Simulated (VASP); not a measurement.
# Ba (Im-3m) in VASP: notebook, part 2 of 2

VASP 6.6.1. Earlier steps stand in the parts before.

## (4) Single point, LDA

Contents of INCAR:

```
ALGO     = Normal         # electronic algorithm
EDIFF    = 1E-6           # SCF threshold, eV
ENCUT    = 520            # plane-wave cutoff, eV
GGA      = CA             # functional
ISIF     = 2              # what is computed and relaxed
ISMEAR   = -1             # smearing method
LASPH    = True           # aspherical terms in the spheres
LCHARG   = False          # write CHGCAR
LREAL    = False          # projectors in reciprocal space
LWAVE    = False          # write WAVECAR
NBANDS   = 11             # bands
NELM     = 100            # most SCF steps
PREC     = Accurate       # precision mode
SIGMA    = 0.1            # smearing width, eV
```

Contents of KPOINTS:

```
k-points
0
Gamma
  9 9 9
```

Contents of POSCAR:

```
Ba
1.0
   -2.3789385306      2.3789385306      2.3789385306
    2.3789385306     -2.3789385306      2.3789385306
    2.3789385306      2.3789385306     -2.3789385306
Ba
1
Direct
    0.0000000000      0.0000000000      0.0000000000
```

Potentials or basis: VASP PAW LDA potentials, release 64 (Ba_sv).

On the command line:

```bash
$ cat potpaw_LDA.64/Ba_sv/POTCAR > POTCAR
$ mpirun -np 1 vasp_std > vasp.out
```

OUTCAR:

```text
EDIFF = 1E-6
   ENCUT = 520
   GGA = CA
   ISIF = 2
   ISMEAR = -1
   LASPH = True
   LREAL = False
   NELM = 100
   PREC = Accurate

 ion  position               nearest neighbor table
   1  0.000  0.000  0.000-

  LATTYP: Found a body centered cubic cell.
 ALAT       =     4.7578770612

  Lattice vectors:

 A1 = (  -2.3789385306,   2.3789385306,   2.3789385306)
 A2 = (   2.3789385306,  -2.3789385306,   2.3789385306)
 A3 = (   2.3789385306,   2.3789385306,  -2.3789385306)

[... 506 lines left out ...]
      3     -11.8007      2.00000
      4     -11.5634      2.00000
      5       1.5710      1.97317
      6       2.8571      0.00038
      7       2.9439      0.00016
      8       4.7108      0.00000
      9       6.6107      0.00000
     10       8.3539      0.00000
     11       8.8323      0.00000

 [... further k-points ...]
[... 5 lines left out ...]
  --------------------------------------------------------------------------------------
  -------------------------------------------------------------------------------------
  Total        0.0254175      0.0254175      0.0254175      0.0000000      0.0000000      0.0000000
  in kB        0.7561935      0.7561935      0.7561935      0.0000000      0.0000000      0.0000000
  external PRESSURE =       0.7561935 kB  Pullay stress =       0.0000000 kB

 VOLUME and BASIS-vectors are now :
 -----------------------------------------------------------------------------
  energy-cutoff  :      520.00
  volume of cell :       53.85
      direct lattice vectors                 reciprocal lattice vectors
    -2.378938531  2.378938531  2.378938531     0.000000000  0.210177772  0.210177772
     2.378938531 -2.378938531  2.378938531     0.210177772  0.000000000  0.210177772
     2.378938531  2.378938531 -2.378938531     0.210177772  0.210177772  0.000000000

 POSITION                                       TOTAL-FORCE (eV/Angst)
 -----------------------------------------------------------------------------------
      0.00000      0.00000      0.00000        -0.000000     -0.000000      0.000000
 -----------------------------------------------------------------------------------
    total drift:                                0.000000      0.000000     -0.000000

  FREE ENERGIE OF THE ION-ELECTRON SYSTEM (eV)
  ---------------------------------------------------
  free  energy   TOTEN  =        -2.2693373243 eV

  energy  without entropy=       -2.2276898942  energy(sigma->0) =       -2.24851361
```

OSZICAR:

```text
N       E                     dE             d eps       ncg     rms          rms(c)
DAV:   1     0.496248110679E+02    0.49625E+02   -0.44571E+03   770   0.767E+02
DAV:   2    -0.598755938713E-01   -0.49685E+02   -0.48441E+02   917   0.140E+02
DAV:   3    -0.221066515150E+01   -0.21508E+01   -0.21340E+01   988   0.287E+01
DAV:   4    -0.227898285157E+01   -0.68318E-01   -0.68254E-01   977   0.461E+00
DAV:   5    -0.228101873766E+01   -0.20359E-02   -0.20358E-02  1039   0.610E-01    0.206E+00
DAV:   6    -0.227344174817E+01    0.75770E-02   -0.60678E-03  1070   0.641E-01    0.120E+00
DAV:   7    -0.226928891931E+01    0.41528E-02   -0.86660E-03  1114   0.778E-01    0.622E-02
DAV:   8    -0.226933520509E+01   -0.46286E-04   -0.13146E-04   950   0.665E-02    0.126E-02
DAV:   9    -0.226933757214E+01   -0.23671E-05   -0.59709E-06  1026   0.154E-02    0.204E-03
DAV:  10    -0.226933732427E+01    0.24788E-06   -0.26715E-07   581   0.305E-03
   1 F= -.22693373E+01 E0= -.22485136E+01  d E =-.416474E-01
```

stdout:

```text
POSCAR found type information on POSCAR Ba
 POSCAR found :  1 types and       1 ions
 scaLAPACK will be used
 LDA part: xc-table for (Slater(with rela. corr.)+CA(PZ))
 , standard interpolation
 POSCAR, INCAR and KPOINTS ok, starting setup
 FFT: planning ... GRIDC
 FFT: planning ... GRID_SOFT
 FFT: planning ... GRID
 WAVECAR not read
 entering main loop
```

Wall time 13 s (1 thread of Intel Xeon 8259CL, shared host); peak memory 0.16 GiB.

What came out:

- Free energy: -2.2693 eV
- Pressure: 0.1 GPa
- Band gap on the k mesh: zero (band 5 reaches 2.57 eV, above the bottom of band 6 at 1.31 eV)

Caveat: spin-orbit coupling is left out, which moves the levels of the heavy elements.

## (5) Single point, LDA

Contents of INCAR:

```
SYSTEM = Ba
PREC = Accurate ; ENCUT = 520
EDIFF = 1E-6 ; ISMEAR = -1
SIGMA = 0.1 ; LREAL = .False.
LASPH = .True. ; NELM = 60
ALGO = Normal ; ISIF = 2
LWAVE = .False. ; LCHARG = .False.
NBANDS = 11
```

Contents of KPOINTS:

```
Automatic mesh
0
Gamma
  9 9 9
  0 0 0
```

POSCAR is that of step 4.

Potentials or basis: VASP PAW LDA potentials, release 64 (Ba_sv).

On the command line:

```bash
$ cat potpaw_LDA.64/Ba_sv/POTCAR > POTCAR
$ mpirun -np 1 vasp_std > vasp.out
```

OUTCAR:

```text
SYSTEM = Ba
   PREC = Accurate
   ENCUT = 520
   EDIFF = 1E-6
   ISMEAR = -1
   LREAL = .False.
   LASPH = .True.
   NELM = 60
   ISIF = 2

 ion  position               nearest neighbor table
   1  0.000  0.000  0.000-

  LATTYP: Found a body centered cubic cell.
 ALAT       =     4.7578770612

  Lattice vectors:

 A1 = (  -2.3789385306,   2.3789385306,   2.3789385306)
 A2 = (   2.3789385306,  -2.3789385306,   2.3789385306)
 A3 = (   2.3789385306,   2.3789385306,  -2.3789385306)

Analysis of symmetry for initial positions (statically):
=====================================================================
 Subroutine PRICEL returns:
 Original cell was already a primitive cell.

 Routine SETGRP: Setting up the symmetry group for a
 body centered cubic supercell.

 Subroutine GETGRP returns: Found 48 space group operations
 (whereof 48 operations were pure point group operations)
 out of a pool of 48 trial point group operations.

The static configuration has the point symmetry O_h .

Analysis of symmetry for dynamics (positions and initial velocities):
=====================================================================
 Subroutine PRICEL returns:
 Original cell was already a primitive cell.

 Routine SETGRP: Setting up the symmetry group for a
 body centered cubic supercell.

 Subroutine GETGRP returns: Found 48 space group operations
 (whereof 48 operations were pure point group operations)
 out of a pool of 48 trial point group operations.

The dynamic configuration has the point symmetry O_h .

 Subroutine INISYM returns: Found 48 space group operations
 (whereof 48 operations are pure point group operations),
 and found     1 'primitive' translations

----------------------------------------------------------------------------------------

                                     Primitive cell

  volume of cell :      53.8530

  direct lattice vectors                    reciprocal lattice vectors
    -2.378938531  2.378938531  2.378938531     0.000000000  0.210177772  0.210177772
     2.378938531 -2.378938531  2.378938531     0.210177772  0.000000000  0.210177772
     2.378938531  2.378938531 -2.378938531     0.210177772  0.210177772  0.000000000

  length of vectors
     4.120442403  4.120442403  4.120442403     0.297236256  0.297236256  0.297236256

  position of ions in fractional coordinates (direct lattice)
     0.000000000  0.000000000  0.000000000

  ion indices of the primitive-cell ions
   primitive index   ion index
                 1           1

----------------------------------------------------------------------------------------

 KPOINTS: Automatic mesh

Automatic generation of k-mesh.
 Grid dimensions read from file:
 generate k-points for:    9    9    9

 Generating k-lattice:

  Cartesian coordinates                     Fractional coordinates (reciprocal lattice)
     0.000000000  0.023353086  0.023353086     0.111111111  0.000000000  0.000000000
     0.023353086  0.000000000  0.023353086     0.000000000  0.111111111  0.000000000
     0.023353086  0.023353086  0.000000000     0.000000000  0.000000000  0.111111111

  Length of vectors
     0.033026251  0.033026251  0.033026251

  Shift w.r.t. Gamma in fractional coordinates (k-lattice)
     0.000000000  0.000000000  0.000000000

 Subroutine IBZKPT returns following result:
 ===========================================

 Found     35 irreducible k-points:

 Following reciprocal coordinates:
            Coordinates               Weight
  0.000000  0.000000  0.000000      1.000000
  0.111111  0.000000  0.000000     12.000000
  0.222222  0.000000  0.000000     12.000000
  0.333333  0.000000  0.000000     12.000000
  0.444444  0.000000  0.000000     12.000000
  0.111111  0.111111  0.000000     24.000000
[... 16 lines left out ...]
 -0.333333  0.444444  0.111111     48.000000
 -0.444444 -0.444444  0.111111     24.000000
 [... further k-points ...]
   k-points           NKPTS =     35   k-points in BZ     NKDIM =     35   number of bands    NBANDS=     11
   number of dos      NEDOS =    301   number of ions     NIONS =      1
   total plane-waves  NPLWV =  32768
   dimension x,y,z NGX =    32 NGY =   32 NGZ =   32
   dimension x,y,z NGXF=    64 NGYF=   64 NGZF=   64
   ions per type =               1
   NGX,Y,Z   is equivalent  to a cutoff of  12.91, 12.91, 12.91 a.u.
   NGXF,Y,Z  is equivalent  to a cutoff of  25.82, 25.82, 25.82 a.u.
 SYSTEM =  Ba
   PREC   = accura    normal or accurate (medium, high low for compatibility)
   ISTART =      0    job   : 0-new  1-cont  2-samecut
   ICHARG =      2    charge: 1-file 2-atom 10-const
   ISPIN  =      1    spin polarized calculation?
   LNONCOLLINEAR =      F non collinear calculations
   LSORBIT =      F    spin-orbit coupling
   LASPH  =      T    aspherical Exc in radial PAW
   ENCUT  =  520.0 eV  38.22 Ry    6.18 a.u.   7.66  7.66  7.66*2*pi/ulx,y,z
   NELM   =     60;   NELMIN=  2; NELMDL= -5     # of ELM steps
   EDIFF  = 0.1E-05   stopping-criterion for ELM
   LREAL  =      F    real-space projection
   EDIFFG = 0.1E-04   stopping-criterion for IOM
   NSW    =      0    number of steps for IOM
   IBRION =     -1    ionic relax: 0-MD 1-quasi-New 2-CG
   NFREE  =      0    steps in history (QN), initial steepest desc. (CG)
   ISIF   =      2    stress and relaxation
   ISYM   =      2    0-nonsym 1-usesym 2-fastsym
   POTIM  = 0.5000    time-step for ionic-motion
   TEBEG  =    0.0;   TEEND  =   0.0 temperature during run
   PSTRESS=    0.0 pullay stress
   NELECT =      10.0000    total number of electrons
   NUPDOWN=      -1.0000    fix difference up-down
   EMIN   =  10.00;   EMAX   =-10.00  energy-range for DOS
   EFERMI =   0.00;   METHOD = LEGACY
   ISMEAR =    -1;   SIGMA  =   0.10  broadening in eV -4-tet -1-fermi 0-gaus
   EFERMI_NEDOS =   21; number of points for ismear=-14 and -15
   IALGO  =     38    algorithm
   IMIX   =      4    mixing-type and parameters
     AMIX     =   0.40;   BMIX     =  1.00
     AMIX_MAG =   1.60;   BMIX_MAG =  1.00
  volume/ion in A,a.u.               =      53.85       363.42
  Fermi-wavevector in a.u.,A,eV,Ry     =   0.933982  1.764969 11.868654  0.872321
  Thomas-Fermi vector in A             =   2.060739
   LORBIT       =      0    0 simple, 1 ext, 2 COOP (PROOUT), +10 PAW based schemes
   GGA     = CA    functional components
   LHFCALC =     F    Hartree Fock is set to
   AEXX    =    0.0000 exact exchange contribution
   IVDW    =     0    specifies the selected vdW correction
   LEPSILON=     F    determine dielectric tensor
   LRPA    =     F    only Hartree local field effects (RPA)
 non-spin polarized calculation
  energy-cutoff  :      520.00
  volume of cell :       53.85
 maximum number of plane-waves:      1481
   NGX = 15   NGY = 15   NGZ = 15

 number of electron      10.0000000 magnetization

 number of electron       9.9999999 magnetization

 Free energy of the ion-electron system (eV)
  ---------------------------------------------------
  ext. energy  EPLUGINS =         0.00000000
  ---------------------------------------------------
  free energy    TOTEN  =        -2.26933732 eV

  energy without entropy =       -2.22768989  energy(sigma->0) =       -2.24851361

 E-fermi :   2.0008     XC(G=0):  -8.1426

 val. band max:        1.9763807322   @ k =  -0.3333   0.4444   0.2222
 cond. band min:       2.0162664798   @ k =   0.3333   0.3333   0.0000
 fundamental gap:      0.0398857476
 Fermi energy:         2.0007677781

 k-point     1 :       0.0000    0.0000    0.0000
  band No.  band energies     occupation
      1     -26.6014      2.00000
      2     -11.4409      2.00000
      3     -11.4409      2.00000
      4     -11.4409      2.00000
      5      -0.8297      2.00000
      6       3.9046      0.00000
      7       3.9046      0.00000
      8       3.9046      0.00000
      9       5.5943      0.00000
     10       5.5943      0.00000
     11       9.4097      0.00000

 k-point     2 :       0.1111    0.0000    0.0000
  band No.  band energies     occupation
      1     -26.5914      2.00000
      2     -11.5396      2.00000
      3     -11.4701      2.00000
      4     -11.4418      2.00000
      5      -0.5516      2.00000
      6       3.6887      0.00000
      7       3.7816      0.00000
      8       4.1903      0.00000
      9       5.2783      0.00000
     10       5.5733      0.00000
     11       9.7221      0.00000
[... 295 lines left out ...]
 k-point    24 :      -0.4444   -0.4444    0.1111
  band No.  band energies     occupation
      1     -26.4996      2.00000
      2     -12.1259      2.00000
      3     -11.8007      2.00000
      4     -11.5634      2.00000
      5       1.5710      1.97317
      6       2.8571      0.00038
      7       2.9439      0.00016
      8       4.7108      0.00000
      9       6.6107      0.00000
     10       8.3539      0.00000
     11       8.8323      0.00000

 [... further k-points ...]
[... 5 lines left out ...]
  --------------------------------------------------------------------------------------
  -------------------------------------------------------------------------------------
  Total        0.0254175      0.0254175      0.0254175      0.0000000      0.0000000      0.0000000
  in kB        0.7561935      0.7561935      0.7561935      0.0000000      0.0000000      0.0000000
  external PRESSURE =       0.7561935 kB  Pullay stress =       0.0000000 kB

 VOLUME and BASIS-vectors are now :
 -----------------------------------------------------------------------------
  energy-cutoff  :      520.00
  volume of cell :       53.85
      direct lattice vectors                 reciprocal lattice vectors
    -2.378938531  2.378938531  2.378938531     0.000000000  0.210177772  0.210177772
     2.378938531 -2.378938531  2.378938531     0.210177772  0.000000000  0.210177772
     2.378938531  2.378938531 -2.378938531     0.210177772  0.210177772  0.000000000

 POSITION                                       TOTAL-FORCE (eV/Angst)
 -----------------------------------------------------------------------------------
      0.00000      0.00000      0.00000        -0.000000     -0.000000      0.000000
 -----------------------------------------------------------------------------------
    total drift:                                0.000000      0.000000     -0.000000

  FREE ENERGIE OF THE ION-ELECTRON SYSTEM (eV)
  ---------------------------------------------------
  free  energy   TOTEN  =        -2.2693373243 eV

  energy  without entropy=       -2.2276898942  energy(sigma->0) =       -2.24851361
```

OSZICAR:

```text
N       E                     dE             d eps       ncg     rms          rms(c)
DAV:   1     0.496248110679E+02    0.49625E+02   -0.44571E+03   770   0.767E+02
DAV:   2    -0.598755938713E-01   -0.49685E+02   -0.48441E+02   917   0.140E+02
DAV:   3    -0.221066515150E+01   -0.21508E+01   -0.21340E+01   988   0.287E+01
DAV:   4    -0.227898285157E+01   -0.68318E-01   -0.68254E-01   977   0.461E+00
DAV:   5    -0.228101873766E+01   -0.20359E-02   -0.20358E-02  1039   0.610E-01    0.206E+00
DAV:   6    -0.227344174817E+01    0.75770E-02   -0.60678E-03  1070   0.641E-01    0.120E+00
DAV:   7    -0.226928891931E+01    0.41528E-02   -0.86660E-03  1114   0.778E-01    0.622E-02
DAV:   8    -0.226933520509E+01   -0.46286E-04   -0.13146E-04   950   0.665E-02    0.126E-02
DAV:   9    -0.226933757214E+01   -0.23671E-05   -0.59709E-06  1026   0.154E-02    0.204E-03
DAV:  10    -0.226933732427E+01    0.24788E-06   -0.26715E-07   581   0.305E-03
   1 F= -.22693373E+01 E0= -.22485136E+01  d E =-.416474E-01
```

Wall time 12 s (1 thread of Intel Xeon 8259CL, shared host); peak memory 0.16 GiB.

What came out:

```
Free energy            : -2.2693 eV
Pressure               : 0.1 GPa
Band gap on the k mesh : zero (band 5 reaches 2.57 eV, above the bottom of band 6 at 1.31 eV)
```

Caveat: spin-orbit coupling is left out, which moves the levels of the heavy elements.

## (6) Single point, LDA

Contents of INCAR:

```
  PREC = Accurate
  ENCUT = 520
  EDIFF = 1E-7
  ISMEAR = -1
  SIGMA = 0.1
  LREAL = False
  LASPH = True
  NELM = 60
  ALGO = Normal
  ISIF = 2
  LWAVE = False
  LCHARG = False
  NBANDS = 11
```

Contents of KPOINTS:

```
Automatic mesh
0
Gamma
  9 9 9
```

POSCAR is that of step 5.

Potentials or basis: VASP PAW LDA potentials, release 64 (Ba_sv).

On the command line:

```bash
$ cat potpaw_LDA.64/Ba_sv/POTCAR > POTCAR
$ mpirun -np 1 vasp_std > vasp.out
```

Wall time 15 s (1 thread of Intel Xeon 8259CL, shared host); peak memory 0.16 GiB.

The run converged. Its results:

```
Free energy            : -2.2693 eV
Pressure               : 0.1 GPa
Band gap on the k mesh : zero (band 5 reaches 2.57 eV, above the bottom of band 6 at 1.31 eV)
```

Levels at points of the mesh, in eV from the Fermi level:
| k point | band 2 | band 3 | band 4 | band 5 | band 6 | band 7 | band 8 | band 9 |
| --- | --- | --- | --- | --- | --- | --- | --- | --- |
| (0.00, 0.00, 0.00) | -13.44 | -13.44 | -13.44 | -2.83 | 1.90 | 1.90 | 1.90 | 3.59 |

Caveat: spin-orbit coupling is left out, which moves the levels of the heavy elements.

## (7) Overview

| k mesh | gap on the mesh (eV) | pressure (GPa) |
| --- | --- | --- |
| 6 × 6 × 6 | none | 0.2 |
| 8 × 8 × 8 | none | 0.1 |
| 9 × 9 × 9 | none | 0.1 |

Alike in all rows: task single point; level LDA; potentials or basis VASP PAW LDA potentials, release 64 (Ba_sv); no spin polarisation; cell as given; cutoff (eV) 520; smearing fermi-dirac 0.1 eV.

Every run on the cell as given and a fine mesh finds a metal.

Caveats: spin-orbit coupling is left out, which moves the levels of the heavy elements.

Absolute energies hang on the potentials; compare differences alone.
